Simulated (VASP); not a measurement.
Here is a VASP 6.6.1 calculation.

INCAR

```
SYSTEM = La4HfO
  PREC = Accurate
  ENCUT = 520
  EDIFF = 1E-7
  ISMEAR = 0
  SIGMA = 0.1
  LREAL = .False.
  LASPH = .True.
  NELM = 100
  ALGO = Normal
  ISIF = 2
  LWAVE = .False.
  LCHARG = .True.
  GGA = PE
  LELF = .True.
  LVHAR = .True.
  NBANDS = 39
```

The input KPOINTS:

```
regular mesh
0
Gamma
  4 4 4
  0 0 0
```

The input POSCAR:

```
La4HfO
1.0
    0.0000000000      4.4795369813      4.4795369813
    4.4795369813      0.0000000000      4.4795369813
    4.4795369813      4.4795369813      0.0000000000
La Hf O
4 1 1
Direct
    0.6245834676      0.6245834676      0.6245834676
    0.6245834676      0.6245834676      0.1262495973
    0.6245834676      0.1262495973      0.6245834676
    0.1262495973      0.6245834676      0.6245834676
    0.2500000000      0.2500000000      0.2500000000
    0.0000000000      0.0000000000      0.0000000000
```

Potentials or basis: VASP PAW PBE potentials, release 64 (La, Hf_pv, O).

The run is started by

```sh
$ cat potpaw_PBE.64/La/POTCAR potpaw_PBE.64/Hf_pv/POTCAR potpaw_PBE.64/O/POTCAR > POTCAR
$ mpirun -np 1 vasp_std > vasp.out
```

Question: Estimate the largest force.

Answer: 0.020 eV/Å.

Question: What does it give for the band gap on the k mesh?

Answer: Zero (band 30 reaches 6.83 eV, above the bottom of band 31 at 6.66 eV).

Question: Estimate the pressure.

Answer: 0.0 GPa.

Forces in eV/Å, atoms in the order of the input:
```
La  -0.012 -0.012 -0.012
La   0.012  0.012 -0.012
La   0.012 -0.012  0.012
La  -0.012  0.012  0.012
Hf   0.000  0.000  0.000
O    0.000  0.000  0.000
```

Caveat: spin-orbit coupling is left out, which moves the levels of the heavy elements.
